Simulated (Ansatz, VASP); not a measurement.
## Two plane-wave programs on C

File INCAR:

```
SYSTEM = C
PREC = Accurate
ENCUT = 520
EDIFF = 1E-7
ISMEAR = 0
SIGMA = 0.05
LREAL = .False.
LASPH = .True.
NELM = 60
ALGO = Normal
ISIF = 2
LWAVE = .False.
LCHARG = .True.
GGA = PE
LELF = .True.
LVHAR = .True.
NBANDS = 11
```

The input KPOINTS:

```
Automatic mesh
0
Gamma
  12 12 12
  0 0 0
```

The input POSCAR:

```
C
1.0
    0.0000000000      1.7276318446      1.9003950290
    1.7276318446      0.0000000000      1.9003950290
    1.7276318446      1.7276318446      0.0000000000
C
2
Direct
    0.5000000000      0.5000000000      0.5000000000
    0.7500000000      0.7500000000      0.7500000000
```

Input for Ansatz:

```yaml
crystal:
  lattice:
    - [0.0, 1.7276318446, 1.900395029]
    - [1.7276318446, 0.0, 1.900395029]
    - [1.7276318446, 1.7276318446, 0.0]
  atoms:
    - { symbol: C, position: [0.5, 0.5, 0.5] }
    - { symbol: C, position: [0.75, 0.75, 0.75] }
basis:
  ecutwfc: 420
kpoints:
  mp_grid: { grid: [12, 12, 12] }
hamiltonian:
  xc: pbe
scf:
  occupations: { method: gaussian, width: 0.05 }
output:
  forces: true
  stress: true
  eigenvalues: true
```

Alike in both runs: task single point; functional PBE; k mesh 12 × 12 × 12; occupations gaussian, width 0.05 eV; no spin polarisation.

|  | VASP | Ansatz |
| --- | --- | --- |
| version | VASP 6.6.1 | Ansatz 0.2.0 |
| potentials or method | VASP PAW PBE potentials, release 64 (C), cutoff 520 eV | scalar-relativistic, plane waves, PAW |
| valence electrons in the cell | 8 | 8 |

```csv
,VASP,Ansatz,Ansatz less VASP
gap on the k mesh at the Fermi level (eV),2.96,2.97,+0.008
least direct gap on the mesh (eV),4.75,4.76,+0.006
pressure (GPa),2.7,2.1,-0.65
"traceless stress, the component that is largest in VASP (GPa)",-64.66,-64.67,-0.013
```
